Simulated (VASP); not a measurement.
# Zn (Pm-3m) in VASP: further runs

The runs below take Zn through single point, with PBE.

Program: VASP 6.6.1. These are calculated values, not measurements. Logs are shortened: lines on timing, memory, paths and dates and some standing lists are left out, and cuts for length are marked.

### 1 The cell of the first run

It takes space group Pm-3m (No. 221, cubic). The conventional cell has a = 2.697 Å, b = 2.697 Å, c = 2.697 Å, α = 90.00°, β = 90.00°, γ = 90.00°. Zn (site symmetry m-3m) has 6 Zn at 2.70 Å within 3.6 Å.

This isn't the form of Zn at room conditions, which is hcp.

### 2 Single point, PBE (19.62 Å³/atom)

File INCAR:

```
PREC = Accurate
ENCUT = 520
EDIFF = 1E-6
ISMEAR = -1
SIGMA = 0.1
LREAL = False
LASPH = True
NELM = 80
ALGO = Normal
ISIF = 2
LWAVE = False
LCHARG = False
GGA = PE
NBANDS = 12
```

File KPOINTS:

```
regular mesh
0
Gamma
  20 20 20
```

File POSCAR:

```
Zn
1.0
    2.6970575157      0.0000000000      0.0000000000
    0.0000000000      2.6970575157      0.0000000000
    0.0000000000      0.0000000000      2.6970575157
Zn
1
Direct
    0.0000000000      0.0000000000      0.0000000000
```

Potentials or basis: VASP PAW PBE potentials, release 64 (Zn).

The run is started by

```bash
$ cat potpaw_PBE.64/Zn/POTCAR > POTCAR
$ mpirun -np 1 vasp_std > vasp.out
```

OUTCAR:

```text
PREC = Accurate
   ENCUT = 520
   EDIFF = 1E-6
   ISMEAR = -1
   LREAL = False
   LASPH = True
   NELM = 80
   ISIF = 2
   GGA = PE

 ion  position               nearest neighbor table
   1  0.000  0.000  0.000-

  LATTYP: Found a simple cubic cell.
 ALAT       =     2.6970575157

  Lattice vectors:

 A1 = (   2.6970575157,   0.0000000000,   0.0000000000)
 A2 = (   0.0000000000,   2.6970575157,   0.0000000000)
 A3 = (   0.0000000000,   0.0000000000,   2.6970575157)

Analysis of symmetry for initial positions (statically):
=====================================================================
 Subroutine PRICEL returns:
 Original cell was already a primitive cell.

 Routine SETGRP: Setting up the symmetry group for a
 simple cubic supercell.

 Subroutine GETGRP returns: Found 48 space group operations
 (whereof 48 operations were pure point group operations)
 out of a pool of 48 trial point group operations.

The static configuration has the point symmetry O_h .

Analysis of symmetry for dynamics (positions and initial velocities):
=====================================================================
 Subroutine PRICEL returns:
 Original cell was already a primitive cell.

 Routine SETGRP: Setting up the symmetry group for a
 simple cubic supercell.

 Subroutine GETGRP returns: Found 48 space group operations
 (whereof 48 operations were pure point group operations)
 out of a pool of 48 trial point group operations.

The dynamic configuration has the point symmetry O_h .

 Subroutine INISYM returns: Found 48 space group operations
 (whereof 48 operations are pure point group operations),
 and found     1 'primitive' translations

----------------------------------------------------------------------------------------

                                     Primitive cell

  volume of cell :      19.6187

  direct lattice vectors                    reciprocal lattice vectors
     2.697057516  0.000000000  0.000000000     0.370774444  0.000000000  0.000000000
     0.000000000  2.697057516  0.000000000     0.000000000  0.370774444  0.000000000
     0.000000000  0.000000000  2.697057516     0.000000000  0.000000000  0.370774444

  length of vectors
     2.697057516  2.697057516  2.697057516     0.370774444  0.370774444  0.370774444

  position of ions in fractional coordinates (direct lattice)
     0.000000000  0.000000000  0.000000000

  ion indices of the primitive-cell ions
   primitive index   ion index
                 1           1

----------------------------------------------------------------------------------------

 KPOINTS: regular mesh

Automatic generation of k-mesh.
 Grid dimensions read from file:
 generate k-points for:   20   20   20

 Generating k-lattice:

  Cartesian coordinates                     Fractional coordinates (reciprocal lattice)
     0.018538722  0.000000000  0.000000000     0.050000000  0.000000000  0.000000000
     0.000000000  0.018538722  0.000000000     0.000000000  0.050000000  0.000000000
     0.000000000  0.000000000  0.018538722     0.000000000  0.000000000  0.050000000

  Length of vectors
     0.018538722  0.018538722  0.018538722

  Shift w.r.t. Gamma in fractional coordinates (k-lattice)
     0.000000000  0.000000000  0.000000000

 Subroutine IBZKPT returns following result:
 ===========================================

 Found    286 irreducible k-points:

 Following reciprocal coordinates:
            Coordinates               Weight
  0.000000  0.000000  0.000000      1.000000
  0.050000  0.000000  0.000000      6.000000
  0.100000  0.000000  0.000000      6.000000
  0.150000  0.000000  0.000000      6.000000
  0.200000  0.000000  0.000000      6.000000
  0.250000  0.000000  0.000000      6.000000
[... 16 lines left out ...]
  0.150000  0.100000  0.000000     24.000000
  0.200000  0.100000  0.000000     24.000000
 [... further k-points ...]
   k-points           NKPTS =    286   k-points in BZ     NKDIM =    286   number of bands    NBANDS=     12
   number of dos      NEDOS =    301   number of ions     NIONS =      1
   total plane-waves  NPLWV =   8000
   dimension x,y,z NGX =    20 NGY =   20 NGZ =   20
   dimension x,y,z NGXF=    40 NGYF=   40 NGZF=   40
   ions per type =               1
   NGX,Y,Z   is equivalent  to a cutoff of  12.33, 12.33, 12.33 a.u.
   NGXF,Y,Z  is equivalent  to a cutoff of  24.66, 24.66, 24.66 a.u.
 SYSTEM =  unknown system
   PREC   = accura    normal or accurate (medium, high low for compatibility)
   ISTART =      0    job   : 0-new  1-cont  2-samecut
   ICHARG =      2    charge: 1-file 2-atom 10-const
   ISPIN  =      1    spin polarized calculation?
   LNONCOLLINEAR =      F non collinear calculations
   LSORBIT =      F    spin-orbit coupling
   LASPH  =      T    aspherical Exc in radial PAW
   ENCUT  =  520.0 eV  38.22 Ry    6.18 a.u.   5.01  5.01  5.01*2*pi/ulx,y,z
   NELM   =     80;   NELMIN=  2; NELMDL= -5     # of ELM steps
   EDIFF  = 0.1E-05   stopping-criterion for ELM
   LREAL  =      F    real-space projection
   EDIFFG = 0.1E-04   stopping-criterion for IOM
   NSW    =      0    number of steps for IOM
   IBRION =     -1    ionic relax: 0-MD 1-quasi-New 2-CG
   NFREE  =      0    steps in history (QN), initial steepest desc. (CG)
   ISIF   =      2    stress and relaxation
   ISYM   =      2    0-nonsym 1-usesym 2-fastsym
   POTIM  = 0.5000    time-step for ionic-motion
   TEBEG  =    0.0;   TEEND  =   0.0 temperature during run
   PSTRESS=    0.0 pullay stress
   NELECT =      12.0000    total number of electrons
   NUPDOWN=      -1.0000    fix difference up-down
   EMIN   =  10.00;   EMAX   =-10.00  energy-range for DOS
   EFERMI =   0.00;   METHOD = LEGACY
   ISMEAR =    -1;   SIGMA  =   0.10  broadening in eV -4-tet -1-fermi 0-gaus
   EFERMI_NEDOS =   21; number of points for ismear=-14 and -15
   IALGO  =     38    algorithm
   IMIX   =      4    mixing-type and parameters
     AMIX     =   0.40;   BMIX     =  1.00
     AMIX_MAG =   1.60;   BMIX_MAG =  1.00
  volume/ion in A,a.u.               =      19.62       132.39
  Fermi-wavevector in a.u.,A,eV,Ry     =   1.389670  2.626096 26.275339  1.931183
  Thomas-Fermi vector in A             =   2.513679
   LORBIT       =      0    0 simple, 1 ext, 2 COOP (PROOUT), +10 PAW based schemes
   GGA     = PE    functional components
   LHFCALC =     F    Hartree Fock is set to
   AEXX    =    0.0000 exact exchange contribution
   IVDW    =     0    specifies the selected vdW correction
   LEPSILON=     F    determine dielectric tensor
   LRPA    =     F    only Hartree local field effects (RPA)
 non-spin polarized calculation
  energy-cutoff  :      520.00
  volume of cell :       19.62
 maximum number of plane-waves:       552
   NGX = 11   NGY = 11   NGZ = 11

 number of electron      12.0000021 magnetization

 Free energy of the ion-electron system (eV)
  ---------------------------------------------------
  ext. energy  EPLUGINS =         0.00000000
  ---------------------------------------------------
  free energy    TOTEN  =        -0.87414252 eV

  energy without entropy =       -0.86209905  energy(sigma->0) =       -0.86812079

 E-fermi :   1.3470     XC(G=0): -10.2059

 val. band max:        1.3370394287   @ k =   0.4000   0.1000   0.0500
 cond. band min:       1.3498836720   @ k =   0.4500   0.2500   0.1000
 fundamental gap:      0.0128442433
 Fermi energy:         1.3469975461

 k-point     1 :       0.0000    0.0000    0.0000
  band No.  band energies     occupation
      1      -7.1189      2.00000
      2      -6.3202      2.00000
      3      -6.3202      2.00000
      4      -5.3241      2.00000
      5      -5.3241      2.00000
      6      -5.3241      2.00000
      7      12.9671      0.00000
      8      12.9671      0.00000
      9      12.9671      0.00000
     10      15.8373      0.00000
     11      15.8373      0.00000
     12      18.1765      0.00000

 k-point     2 :       0.0500    0.0000    0.0000
  band No.  band energies     occupation
      1      -7.0666      2.00000
      2      -6.3177      2.00000
      3      -6.3066      2.00000
      4      -5.3314      2.00000
      5      -5.3314      2.00000
      6      -5.3235      2.00000
      7      12.0372      0.00000
      8      13.0269      0.00000
      9      13.0269      0.00000
     10      15.8776      0.00000
     11      16.5391      0.00000
     12      18.5245      0.00000

 k-point     3 :       0.1000    0.0000    0.0000
  band No.  band energies     occupation
      1      -6.9150      2.00000
      2      -6.3103      2.00000
      3      -6.2614      2.00000
      4      -5.3525      2.00000
      5      -5.3525      2.00000
      6      -5.3217      2.00000
      7      10.3963      0.00000
      8      13.2052      0.00000
      9      13.2052      0.00000
     10      15.9985      0.00000
     11      17.2326      0.00000
     12      19.8285      0.00000
[... 286 lines left out ...]
 k-point    23 :       0.1500    0.1000    0.0000
  band No.  band energies     occupation
      1      -6.5020      2.00000
      2      -6.2441      2.00000
      3      -6.1436      2.00000
      4      -5.4031      2.00000
      5      -5.3828      2.00000
      6      -5.3464      2.00000
      7       8.8537      0.00000
      8      10.9555      0.00000
      9      13.7358      0.00000
     10      16.9789      0.00000
     11      19.8055      0.00000
     12      21.8965      0.00000

 k-point    24 :       0.2000    0.1000    0.0000
  band No.  band energies     occupation
      1      -6.3454      2.00000
      2      -6.2183      2.00000
      3      -5.8923      2.00000
      4      -5.4231      2.00000
      5      -5.4156      2.00000
      6      -5.3427      2.00000
      7       7.1922      0.00000
      8      11.3108      0.00000
      9      14.1371      0.00000
     10      17.2674      0.00000
     11      20.0889      0.00000
     12      23.5029      0.00000

 [... further k-points ...]
[... 5 lines left out ...]
  --------------------------------------------------------------------------------------
  -------------------------------------------------------------------------------------
  Total       -0.3489100     -0.3489100     -0.3489100     -0.0000000      0.0000000     -0.0000000
  in kB      -28.4939958    -28.4939958    -28.4939958     -0.0000000      0.0000000     -0.0000000
  external PRESSURE =     -28.4939958 kB  Pullay stress =       0.0000000 kB

 VOLUME and BASIS-vectors are now :
 -----------------------------------------------------------------------------
  energy-cutoff  :      520.00
  volume of cell :       19.62
      direct lattice vectors                 reciprocal lattice vectors
     2.697057516  0.000000000  0.000000000     0.370774444  0.000000000  0.000000000
     0.000000000  2.697057516  0.000000000     0.000000000  0.370774444  0.000000000
     0.000000000  0.000000000  2.697057516     0.000000000  0.000000000  0.370774444

 POSITION                                       TOTAL-FORCE (eV/Angst)
 -----------------------------------------------------------------------------------
      0.00000      0.00000      0.00000         0.000000      0.000000      0.000000
 -----------------------------------------------------------------------------------
    total drift:                               -0.000000      0.000000      0.000000

  FREE ENERGIE OF THE ION-ELECTRON SYSTEM (eV)
  ---------------------------------------------------
  free  energy   TOTEN  =        -0.8741425207 eV

  energy  without entropy=       -0.8620990496  energy(sigma->0) =       -0.86812079
```

It took 34 s on 1 thread of Intel Xeon 8259CL, shared host; peak memory 0.18 GiB.

Results:

| Item | Value |
| --- | --- |
| Free energy | -0.8741 eV |
| Pressure | -2.8 GPa |
| Band gap on the k mesh | zero (bands 6 and 7 overlap by 7.69 eV) |

Levels at points of the mesh, in eV from the Fermi level:
```
           k point  band 4  band 5  band 6  band 7  band 8  band 9
(0.00, 0.00, 0.00)   -6.67   -6.67   -6.67   11.62   11.62   11.62
(0.50, 0.00, 0.00)   -6.96   -6.65   -2.93   -2.45   15.70   15.70
(0.50, 0.50, 0.00)   -6.91   -6.43    1.44    1.44    2.06    6.02
(0.50, 0.50, 0.50)   -6.42   -6.42    5.24    5.24    5.24    8.36
```

### 3 Single point, PBE (20.35 Å³/atom)

This run uses another cell than the first one, of 20.35 Å³/atom.

File INCAR:

```
SYSTEM = Zn
ALGO = Normal
EDIFF = 1E-6
ENCUT = 520
GGA = PE
ISIF = 2
ISMEAR = -1
LASPH = .TRUE.
LCHARG = .FALSE.
LREAL = .FALSE.
LWAVE = .FALSE.
NBANDS = 12
NELM = 80
PREC = Accurate
SIGMA = 0.1
```

File KPOINTS:

```
k-points
0
G
  20 20 20
  0 0 0
```

File POSCAR:

```
Zn
1.0
    2.7299517029      0.0000000000      0.0000000000
    0.0000000000      2.7299517029      0.0000000000
    0.0000000000      0.0000000000      2.7299517029
Zn
1
Direct
    0.0000000000      0.0000000000      0.0000000000
```

Potentials or basis: VASP PAW PBE potentials, release 64 (Zn).

The run is started by

```bash
$ cat potpaw_PBE.64/Zn/POTCAR > POTCAR
$ mpirun -np 1 vasp_std > vasp.out
```

Wall time 41 s (1 thread of Intel Xeon 8259CL, shared host); peak memory 0.17 GiB.

The run converged. Its results:

- Free energy: -0.8589 eV
- Pressure: -3.9 GPa
- Band gap on the k mesh: zero (bands 6 and 7 overlap by 7.42 eV)

Levels at points of the mesh, in eV from the Fermi level:
| k point | band 3 | band 4 | band 5 | band 6 | band 7 | band 8 | band 9 | band 10 |
| --- | --- | --- | --- | --- | --- | --- | --- | --- |
| (0.00, 0.00, 0.00) | -7.58 | -6.65 | -6.65 | -6.65 | 11.34 | 11.34 | 11.34 | 14.19 |
| (0.50, 0.00, 0.00) | -6.92 | -6.92 | -6.62 | -2.95 | -2.31 | 15.26 | 15.26 | 18.05 |
| (0.50, 0.50, 0.00) | -6.87 | -6.87 | -6.42 | 1.45 | 1.45 | 1.86 | 5.96 | 19.42 |
| (0.50, 0.50, 0.50) | -7.35 | -6.41 | -6.41 | 5.11 | 5.11 | 5.11 | 7.86 | 10.10 |

Caveat: the cell stands under tension.

### 4 Single point, PBE, non-collinear spin, zero start, spin-orbit coupling

This run uses another cell than the first one, of 18.17 Å³/atom.

File INCAR:

```
  ALGO = Normal
  EDIFF = 1E-7
  ENCUT = 520
  GGA = PE
  GGA_COMPAT = False
  ISIF = 2
  ISMEAR = -1
  LASPH = True
  LCHARG = True
  LORBIT = 11
  LORBMOM = True
  LREAL = False
  LSORBIT = True
  LVHAR = True
  LWAVE = False
  MAGMOM = 0 0 0
  NBANDS = 23
  NELM = 150
  PREC = Accurate
  SIGMA = 0.1
```

File KPOINTS:

```
k-points
0
Gamma
  12 12 12
```

File POSCAR:

```
Zn
1.0
    2.6287480056      0.0000000000      0.0000000000
    0.0000000000      2.6287480056      0.0000000000
    0.0000000000      0.0000000000      2.6287480056
Zn
1
Direct
    0.0000000000      0.0000000000      0.0000000000
```

The run is started by

```bash
$ cat potpaw_PBE.64/Zn/POTCAR > POTCAR
$ mpirun -np 1 vasp_ncl > vasp.out
```

Wall time 68 s (1 thread of Intel Xeon 8259CL, shared host); peak memory 0.19 GiB.

It converged, with:

```
Free energy                                           : -0.8866 eV
Pressure                                              : 0.2 GPa
Net moment                                            : 0.00 μB per cell
Valence electrons inside the program's atomic spheres : Zn 10.73
```

Moments on the atoms (μB; x, y, z):
```
Zn  0.00 0.00 0.00
```

### 5 Overview

| spin | cell | k mesh | gap on the mesh (eV) | pressure (GPa) |
| --- | --- | --- | --- | --- |
| off | a = 2.697 Å, 1 atom | 20 × 20 × 20 | none | -2.8 |
| off | a = 2.730 Å, 1 atom | 20 × 20 × 20 | none | -3.9 |
| non-collinear, zero start, SOC | a = 2.629 Å, 1 atom | 12 × 12 × 12 | - | 0.2 |

Alike in all rows: task single point; level PBE; potentials or basis VASP PAW PBE potentials, release 64 (Zn); cutoff (eV) 520; smearing fermi-dirac 0.1 eV.

Caveats: the cell stands under tension (at least some runs).

Absolute energies hang on the potentials; compare differences alone.
